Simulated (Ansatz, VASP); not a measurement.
**One calculation of Si, two programs**

```xyz
2
Lattice="0.0000 2.7015 2.7015 2.7015 0.0000 2.7015 2.7015 2.7015 0.0000" Properties=species:S:1:pos:R:3 pbc="T T T"
Si    2.7015    2.7015    2.7015
Si    4.0522    4.0522    4.0522
```

Alike in both runs: functional LDA; k mesh 6 × 6 × 6; occupations fermi-dirac, width 0.05 eV; no spin polarisation.

Ansatz relaxed the structure, and its values are those at the end. VASP's run is a single point on that final structure, the one shown.

|  | VASP | Ansatz |
| --- | --- | --- |
| version | VASP 6.6.1 | Ansatz 0.2.0 |
| potentials or method | VASP PAW LDA potentials, release 64 (Si), cutoff 500 eV | plane waves (420 eV) with PAW (set soft_1), scalar-relativistic |
| valence electrons in the cell | 8 | 8 |

Ansatz gave:

```
pressure (GPa) : 0.0
```

Task: What did VASP give for the same quantities?

Result: Pressure (GPa): 0.1.

Ansatz warns that its potentials were made for another functional, while VASP's fit it. LDA's correlation is that of Perdew and Zunger in VASP and of Perdew and Wang (1992) in Ansatz.
